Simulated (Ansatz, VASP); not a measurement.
**One calculation of YAl3N4, two programs**

```xyz
8
Lattice="3.1552 0.0000 0.0000 0.0000 3.1552 0.0000 0.0000 0.0000 8.4411" Properties=species:S:1:pos:R:3 pbc="T T T"
Y     1.5776    1.5776    0.0000
Al    0.0000    0.0000    6.1555
Al    0.0000    0.0000    2.2855
Al    1.5776    1.5776    4.2205
N     0.0000    0.0000    0.0000
N     1.5776    1.5776    2.3163
N     0.0000    0.0000    4.2205
N     1.5776    1.5776    6.1248
```

Alike in both runs: functional PBE; k mesh 8 × 8 × 4; occupations gaussian, width 0.02 eV; no spin polarisation.

Ansatz relaxed the structure, and its values are those at the end. VASP's run is a single point on that final structure, the one shown.

```csv
,VASP,Ansatz
version,VASP 6.6.1,Ansatz 0.2.0
potentials or method,"VASP PAW PBE potentials, release 64 (Y_sv, Al, N), cutoff 520 eV","scalar-relativistic, plane waves, PAW"
valence electrons in the cell,40,40
```

|  | VASP | Ansatz | Ansatz less VASP |
| --- | --- | --- | --- |
| gap on the k mesh at the Fermi level (eV) | 0.87 | 0.87 | +0.004 |
| least direct gap on the mesh (eV) | 0.87 | 0.87 | +0.004 |
| pressure (GPa) | -0.3 | 0.0 | +0.26 |
| rms of the force components (eV/Å) | 0.004 | 0.001 | -0.0031 |

The functional is the same, so the differences come from potentials, cutoffs and numerics.
